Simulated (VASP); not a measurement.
Set up this calculation in VASP 6.6.1, as the native input.

| Quantity | Value |
| --- | --- |
| Task | single point |
| Functional | PBE |
| Potentials or basis | VASP PAW PBE potentials, release 64 (Hf_pv, C) |
| Cutoff | 520 eV |
| k mesh | 18 × 18 × 18 |
| Occupations | fermi-dirac, width 0.05 eV |
| Spin | no spin polarisation |
| Dipole correction | no |
| Further INCAR settings | ALGO = Normal; EDIFF = 1e-07; NBANDS = 14 |

The structure of HfC (rocksalt type) lies in POSCAR:

```
HfC
1.0
    0.0000000000      1.9843283717      1.9843283717
    1.9843283717      0.0000000000      1.9843283717
    1.9843283717      1.9843283717      0.0000000000
Hf C
1 1
Direct
    0.0000000000      0.0000000000      0.0000000000
    0.5000000000      0.5000000000      0.5000000000
```

These files were run (other wordings do the same):

INCAR

```
ALGO = Normal ; EDIFF = 1E-7
ENCUT = 520 ; GGA = PE
ISIF = 2 ; ISMEAR = -1
LASPH = T ; LCHARG = T
LELF = T ; LREAL = F
LVHAR = T ; LWAVE = F
NBANDS = 14 ; NELM = 60
PREC = Accurate ; SIGMA = 0.05
```

KPOINTS

```
k-points
0
Gamma
  18 18 18
```

Potentials or basis: VASP PAW PBE potentials, release 64 (Hf_pv, C).

The run is started by

```bash
$ cat potpaw_PBE.64/Hf_pv/POTCAR potpaw_PBE.64/C/POTCAR > POTCAR
$ mpirun -np 1 vasp_std > vasp.out
```

Results of the run:

```yaml
Pressure: 289.0 GPa
Band_gap_on_the_k_mesh: zero (bands 7 and 8 overlap by 1.52 eV)
```

Caveat: the cell stands under pressure; spin-orbit coupling is left out, which moves the levels of the heavy elements.

Wall time 60 s on 1 thread of Intel Xeon 8259CL, on a shared host, peak memory 0.18 GiB.
